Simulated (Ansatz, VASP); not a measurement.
**Two plane-wave programs on MnSi**

```
CELL_PARAMETERS angstrom
3.67593 0.00000 0.00000
-1.83796 3.18345 0.00000
0.00000 0.00000 4.87539
ATOMIC_POSITIONS crystal
Mn 0.33333 0.66667 0.75000
Mn 0.66667 0.33333 0.25000
Si 0.00000 0.00000 0.00000
Si 0.00000 0.00000 0.50000
```

Alike in both runs: functional PBE; k mesh 6 × 6 × 4; occupations gaussian, width 0.1 eV; collinear spin.

Ansatz relaxed the structure, and its values are those at the end. VASP's run is a single point on that final structure, the one shown.

|  | VASP | Ansatz |
| --- | --- | --- |
| version | VASP 6.6.1 | Ansatz 0.2.0 |
| potentials or method | VASP PAW PBE potentials, release 64 (Mn_pv, Si), cutoff 520 eV | scalar-relativistic, plane waves, PAW |
| valence electrons in the cell | 34 | 38 |

|  | VASP | Ansatz | Ansatz less VASP |
| --- | --- | --- | --- |
| gap on the k mesh at the Fermi level (eV) | none | none | - |
| pressure (GPa) | -0.2 | -0.2 | -0.01 |
| net moment per atom (μB) | 1.32 | 1.32 | 0.000 |
| size of the moment on the site where the two differ most (μB) | 2.71 | 2.63 | -0.088 |

Site moments also hang on the region over which each program counts them. A gap of «none» marks a metal or a gap that the smearing closes. VASP's potentials hold 34 valence electrons a cell and Ansatz's 38, so a difference there can come from the potentials and not from the codes.
